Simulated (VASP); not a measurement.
# Si (P1) in VASP: notebook

Si is run at these levels: LDA; tasks: single point.

Program: VASP 6.6.1. These are calculated values, not measurements. Logs are shortened: lines on timing, memory, paths and dates and some standing lists are left out, and cuts for length are marked.

## (1) The cell of the first run

The typed cell holds 16 atoms: a = 5.688 Å, b = 5.688 Å, c = 12.090 Å, α = 121.51°, β = 58.49°, γ = 109.47°.

## (2) Single point, LDA

INCAR

```
PREC = Accurate
ENCUT = 500
EDIFF = 1E-6
ISMEAR = 0
SIGMA = 0.15
LREAL = False
LASPH = True
NELM = 120
ALGO = Normal
ISIF = 2
LWAVE = False
LCHARG = True
LELF = True
LVHAR = True
NBANDS = 46
GGA_COMPAT = False
```

KPOINTS

```
Automatic mesh
0
Gamma
  7 7 4
```

POSCAR

```
Si
1.0
   -3.2836945321      3.2836945321     -3.2836945321
   -3.2836945321     -3.2836945321      3.2836945321
    0.0000000000     12.0399943714      1.0947837570
Si
16
Direct
    0.2301666528      1.5653496542      0.8011418465
    0.1468166528      0.6486996542      0.3011418465
   -0.5407183700      1.7452020631      0.9489000000
    0.3759316300      0.8285520631      0.4489000000
   -0.0577620858      0.8532783928      0.8466581535
   -0.1411120858      0.9366283928      0.3466581535
    0.1220903231      1.0823933700      0.6989000000
    0.0387403231      0.1657433700      0.1989000000
    0.5216966072      0.6827870858      0.0966581535
   -0.3949533928      0.5994370858      0.5966581535
   -0.5407183700      1.3362346769      0.9489000000
    0.3759316300      0.4195846769      0.4489000000
    0.8096253458      0.3948583472      0.0511418465
   -0.1070246542      1.3115083472      0.5511418465
   -0.2868770631      1.0823933700      0.6989000000
    0.6297729369      0.1657433700      0.1989000000
```

Potentials or basis: VASP PAW LDA potentials, release 64 (Si).

Run with:

```
cat potpaw_LDA.64/Si/POTCAR > POTCAR
mpirun -np 1 vasp_std > vasp.out
```

OUTCAR:

```text
PREC = Accurate
   ENCUT = 500
   EDIFF = 1E-6
   ISMEAR = 0
   LREAL = False
   LASPH = True
   NELM = 120
   ISIF = 2

 ion  position               nearest neighbor table
   1  0.230  0.565  0.801-  10 2.33   5 2.36   7 2.36   3 2.36  13 3.12
   2  0.147  0.649  0.301-   9 2.33   6 2.36   8 2.36   4 2.36
   3  0.459  0.745  0.949-   9 2.20  11 2.33   5 2.36   1 2.36   8 3.05  16 3.12
   4  0.376  0.829  0.449-  12 2.33   7 2.36   6 2.36   2 2.36
   5  0.942  0.853  0.847-   1 2.36   3 2.36   7 2.36  13 2.79   9 3.12
   6  0.859  0.937  0.347-  14 2.33   2 2.36   4 2.36   8 2.36
   7  0.122  0.082  0.699-  15 2.33   4 2.36   1 2.36   5 2.36
   8  0.039  0.166  0.199-  16 2.33   2 2.36   6 2.36   3 3.05  11 3.12
   9  0.522  0.683  0.097-  11 1.93   3 2.20   2 2.33  13 2.36  16 2.36   5 3.12
  10  0.605  0.599  0.597-   1 2.33  14 2.36  15 2.36  12 2.36
  11  0.459  0.336  0.949-   9 1.93   3 2.33  15 2.36  13 2.70   8 3.12
  12  0.376  0.420  0.449-   4 2.33  16 2.36  14 2.36  10 2.36
  13  0.810  0.395  0.051-   9 2.36  16 2.36  11 2.70   5 2.79   1 3.12
  14  0.893  0.312  0.551-   6 2.33  10 2.36  12 2.36  15 2.36
  15  0.713  0.082  0.699-   7 2.33  11 2.36  10 2.36  14 2.36
  16  0.630  0.166  0.199-   8 2.33  12 2.36   9 2.36  13 2.36   3 3.12

  LATTYP: Found a base centered monoclinic cell.
 ALAT       =     9.2876906840
 B/A-ratio  =     0.7071067812
 C/A-ratio  =     1.0137992355
 COS(beta)  =    -0.1644309782

  Lattice vectors:

 A1 = (   3.2836945321,   3.2836945321,  -3.2836945321)
 A2 = (  -3.2836945321,   3.2836945321,  -3.2836945321)
 A3 = (   0.0000000000,   5.4726053072,   7.6621728212)

Analysis of symmetry for initial positions (statically):
=====================================================================
 Subroutine PRICEL returns:
 Original cell was already a primitive cell.

 Routine SETGRP: Setting up the symmetry group for a
 base centered monoclinic supercell.

 Subroutine GETGRP returns: Found  1 space group operations
 (whereof  1 operations were pure point group operations)
 out of a pool of  4 trial point group operations.

The static configuration has the point symmetry C_1 .

Analysis of symmetry for dynamics (positions and initial velocities):
=====================================================================
 Subroutine PRICEL returns:
 Original cell was already a primitive cell.

 Routine SETGRP: Setting up the symmetry group for a
 base centered monoclinic supercell.

 Subroutine GETGRP returns: Found  1 space group operations
 (whereof  1 operations were pure point group operations)
 out of a pool of  4 trial point group operations.

The dynamic configuration has the point symmetry C_1 .

 Subroutine INISYM returns: Found  1 space group operations
 (whereof  1 operations are pure point group operations),
 and found     1 'primitive' translations

----------------------------------------------------------------------------------------

                                     Primitive cell

  volume of cell :     283.2554

  direct lattice vectors                    reciprocal lattice vectors
    -3.283694532  3.283694532 -3.283694532    -0.152267513  0.012691497 -0.139576016
    -3.283694532 -3.283694532  3.283694532    -0.152267513 -0.012691497  0.139576016
     0.000000000 12.039994371  1.094783757     0.000000000  0.076133757  0.076133757

  length of vectors
     5.687525766  5.687525766 12.089665667     0.206949109  0.206949109  0.107669391

  position of ions in fractional coordinates (direct lattice)
     0.230166653  0.565349654  0.801141847
     0.146816653  0.648699654  0.301141847
     0.459281630  0.745202063  0.948900000
     0.375931630  0.828552063  0.448900000
     0.942237914  0.853278393  0.846658154
     0.858887914  0.936628393  0.346658154
[... 8 lines left out ...]
     0.713122937  0.082393370  0.698900000
     0.629772937  0.165743370  0.198900000

  ion indices of the primitive-cell ions
   primitive index   ion index
                 1           1
                 2           2
                 3           3
                 4           4
                 5           5
                 6           6
[... 8 lines left out ...]
                15          15
                16          16

----------------------------------------------------------------------------------------

 KPOINTS: Automatic mesh

Automatic generation of k-mesh.
 Grid dimensions read from file:
 generate k-points for:    7    7    4

 Generating k-lattice:

  Cartesian coordinates                     Fractional coordinates (reciprocal lattice)
    -0.021752502  0.001813071 -0.019939431     0.142857143 -0.000000000 -0.000000000
    -0.021752502 -0.001813071  0.019939431    -0.000000000  0.142857143  0.000000000
     0.000000000  0.019033439  0.019033439     0.000000000  0.000000000  0.250000000

  Length of vectors
     0.029564158  0.029564158  0.026917348

  Shift w.r.t. Gamma in fractional coordinates (k-lattice)
     0.000000000  0.000000000  0.000000000

 Subroutine IBZKPT returns following result:
 ===========================================

 Found     99 irreducible k-points:

 Following reciprocal coordinates:
            Coordinates               Weight
  0.000000  0.000000  0.000000      1.000000
  0.142857  0.000000  0.000000      2.000000
  0.000000  0.142857 -0.000000      2.000000
  0.285714 -0.000000  0.000000      2.000000
 -0.000000  0.285714  0.000000      2.000000
  0.428571  0.000000  0.000000      2.000000
[... 16 lines left out ...]
 -0.285714  0.285714 -0.000000      2.000000
  0.428571  0.428571  0.000000      2.000000
 [... further k-points ...]
   k-points           NKPTS =     99   k-points in BZ     NKDIM =     99   number of bands    NBANDS=     46
   number of dos      NEDOS =    301   number of ions     NIONS =     16
   total plane-waves  NPLWV = 158760
   dimension x,y,z NGX =    42 NGY =   42 NGZ =   90
   dimension x,y,z NGXF=    84 NGYF=   84 NGZF=  180
   ions per type =              16
   NGX,Y,Z   is equivalent  to a cutoff of  12.28, 12.28, 12.38 a.u.
   NGXF,Y,Z  is equivalent  to a cutoff of  24.55, 24.55, 24.75 a.u.
 SYSTEM =  unknown system
   PREC   = accura    normal or accurate (medium, high low for compatibility)
   ISTART =      0    job   : 0-new  1-cont  2-samecut
   ICHARG =      2    charge: 1-file 2-atom 10-const
   ISPIN  =      1    spin polarized calculation?
   LNONCOLLINEAR =      F non collinear calculations
   LSORBIT =      F    spin-orbit coupling
   LASPH  =      T    aspherical Exc in radial PAW
   ENCUT  =  500.0 eV  36.75 Ry    6.06 a.u.  10.37 10.37 22.04*2*pi/ulx,y,z
   NELM   =    120;   NELMIN=  2; NELMDL= -5     # of ELM steps
   EDIFF  = 0.1E-05   stopping-criterion for ELM
   LREAL  =      F    real-space projection
   EDIFFG = 0.1E-04   stopping-criterion for IOM
   NSW    =      0    number of steps for IOM
   IBRION =     -1    ionic relax: 0-MD 1-quasi-New 2-CG
   NFREE  =      0    steps in history (QN), initial steepest desc. (CG)
   ISIF   =      2    stress and relaxation
   ISYM   =      2    0-nonsym 1-usesym 2-fastsym
   POTIM  = 0.5000    time-step for ionic-motion
   TEBEG  =    0.0;   TEEND  =   0.0 temperature during run
   PSTRESS=    0.0 pullay stress
   NELECT =      64.0000    total number of electrons
   NUPDOWN=      -1.0000    fix difference up-down
   EMIN   =  10.00;   EMAX   =-10.00  energy-range for DOS
   EFERMI =   0.00;   METHOD = LEGACY
   ISMEAR =     0;   SIGMA  =   0.15  broadening in eV -4-tet -1-fermi 0-gaus
   EFERMI_NEDOS =   21; number of points for ismear=-14 and -15
   IALGO  =     38    algorithm
   IMIX   =      4    mixing-type and parameters
     AMIX     =   0.40;   BMIX     =  1.00
     AMIX_MAG =   1.60;   BMIX_MAG =  1.00
  volume/ion in A,a.u.               =      17.70       119.47
  Fermi-wavevector in a.u.,A,eV,Ry     =   0.997108  1.884260 13.527236  0.994224
  Thomas-Fermi vector in A             =   2.129242
   LORBIT       =      0    0 simple, 1 ext, 2 COOP (PROOUT), +10 PAW based schemes
   GGA     = CA    functional components
   LHFCALC =     F    Hartree Fock is set to
   AEXX    =    0.0000 exact exchange contribution
   IVDW    =     0    specifies the selected vdW correction
   LEPSILON=     F    determine dielectric tensor
   LRPA    =     F    only Hartree local field effects (RPA)
 non-spin polarized calculation
 Gauss-broadening in eV      SIGMA  =   0.15
  energy-cutoff  :      500.00
  volume of cell :      283.26
 maximum number of plane-waves:      7220
 NGX is ok and might be reduce to    42
   NGX = 21   NGY = 21   NGZ = 43

 number of electron      63.9999999 magnetization

 Free energy of the ion-electron system (eV)
  ---------------------------------------------------
  ext. energy  EPLUGINS =         0.00000000
  ---------------------------------------------------
  free energy    TOTEN  =       -88.61759995 eV

  energy without entropy =      -88.56269702  energy(sigma->0) =      -88.59014848

 E-fermi :   7.2122     XC(G=0): -10.2337

 val. band max:        7.2074905923   @ k =  -0.1429   0.0000   0.2500
 cond. band min:       7.2131667227   @ k =   0.1429  -0.2857   0.5000
 fundamental gap:      0.0056761304
 Fermi energy:         7.2121717185

 k-point     1 :       0.0000    0.0000    0.0000
  band No.  band energies     occupation
      1      -5.9307      2.00000
      2      -4.5307      2.00000
      3      -3.9911      2.00000
      4      -2.0952      2.00000
      5      -1.5517      2.00000
      6      -1.2717      2.00000
[... 36 lines left out ...]
     43      10.8768      0.00000
     44      11.0646      0.00000

 k-point     2 :       0.1429    0.0000    0.0000
  band No.  band energies     occupation
      1      -5.8493      2.00000
      2      -4.5788      2.00000
      3      -3.7723      2.00000
      4      -2.3434      2.00000
      5      -1.8742      2.00000
      6      -1.5765      2.00000
[... 1026 lines left out ...]
 k-point    24 :       0.4286    0.4286    0.0000
  band No.  band energies     occupation
      1      -5.1971      2.00000
      2      -3.8032      2.00000
      3      -3.5257      2.00000
      4      -3.2185      2.00000
      5      -2.6383      2.00000
      6      -2.2876      2.00000
[... 36 lines left out ...]
     43      10.1312      0.00000
     44      10.2455      0.00000

 [... further k-points ...]

 [bands above 44 left out]

------------------------ aborting loop because EDIFF is reached ----------------------------------------

  FORCE on cell =-STRESS in cart. coord.  units (eV):
  Direction    XX          YY          ZZ          XY          YZ          ZX
  --------------------------------------------------------------------------------------
  -------------------------------------------------------------------------------------
  Total        9.0908647      6.4899839     -0.9438910     -4.4049680      5.5647589     -5.7989561
  in kB       51.4206472     36.7092881     -5.3389293    -24.9158154     31.4759395    -32.8006289
  external PRESSURE =      27.5970020 kB  Pullay stress =       0.0000000 kB

 VOLUME and BASIS-vectors are now :
 -----------------------------------------------------------------------------
  energy-cutoff  :      500.00
  volume of cell :      283.26
      direct lattice vectors                 reciprocal lattice vectors
    -3.283694532  3.283694532 -3.283694532    -0.152267513  0.012691497 -0.139576016
    -3.283694532 -3.283694532  3.283694532    -0.152267513 -0.012691497  0.139576016
     0.000000000 12.039994371  1.094783757     0.000000000  0.076133757  0.076133757

 POSITION                                       TOTAL-FORCE (eV/Angst)
 -----------------------------------------------------------------------------------
     -2.61223      8.54510      1.97772         0.261761      0.355649      0.010270
     -2.61223      1.97772      1.97772         0.114760      0.229293      0.159124
     -3.95516     10.48588      1.97772        -0.424735     -2.339586      1.245774
     -3.95516      3.91849      1.97772        -0.129301     -0.197820     -0.131165
     -5.89593     10.48588      0.63479        -0.453168     -0.308183      0.629586
     -5.89593      3.91849      0.63479         0.138959     -0.163008      0.023156
[... 8 lines left out ...]
     -2.61223     10.48588     -1.30598        -0.087689     -0.212990      0.015795
     -2.61223      3.91849     -1.30598        -0.113925     -0.170090      0.105985
 -----------------------------------------------------------------------------------
    total drift:                               -0.000157      0.000146     -0.000042

  FREE ENERGIE OF THE ION-ELECTRON SYSTEM (eV)
  ---------------------------------------------------
  free  energy   TOTEN  =       -88.6175999518 eV

  energy  without entropy=      -88.5626970170  energy(sigma->0) =      -88.59014848
```

Wall time 12 min (1 thread of AMD EPYC 9R45 (Zen 5), shared host); peak memory 0.8 GiB.

Results:

| Quantity | Value |
| --- | --- |
| Free energy | -88.6176 eV |
| Pressure | 2.8 GPa |
| Largest force | 8.536 eV/Å |
| Band gap on the k mesh | zero (bands 32 and 33 overlap by 0.49 eV) |

Forces in eV/Å, atoms in the order of the input:
```
Si   0.262  0.356  0.010
Si   0.115  0.229  0.159
Si  -0.425 -2.340  1.246
Si  -0.129 -0.198 -0.131
Si  -0.453 -0.308  0.630
Si   0.139 -0.163  0.023
Si  -0.092  0.245  0.018
Si  -0.165 -0.154 -0.885
Si  -5.245  4.987  4.497
Si  -0.084 -0.122 -0.087
Si   6.650 -2.637 -4.657
Si   0.085  0.213  0.085
Si  -0.299  0.070 -1.197
Si  -0.157  0.204  0.168
Si  -0.088 -0.213  0.016
Si  -0.114 -0.170  0.106
```

Levels at points of the mesh, in eV from the Fermi level:
```tsv
k point	band 29	band 30	band 31	band 32	band 33	band 34	band 35	band 36
(0.00, 0.00, 0.00)	-1.15	-0.90	-0.72	-0.39	-0.30	0.16	1.46	1.91
(0.00, 0.00, 0.50)	-1.66	-1.06	-0.87	0.17	0.40	0.60	0.95	1.54
```

Caveat: semilocal functionals underestimate gaps, so a narrow gap can read as zero; forces of over 1 eV/Å act on the atoms, so gaps and moduli don't describe the material at rest.

[end of part 1 of 2]
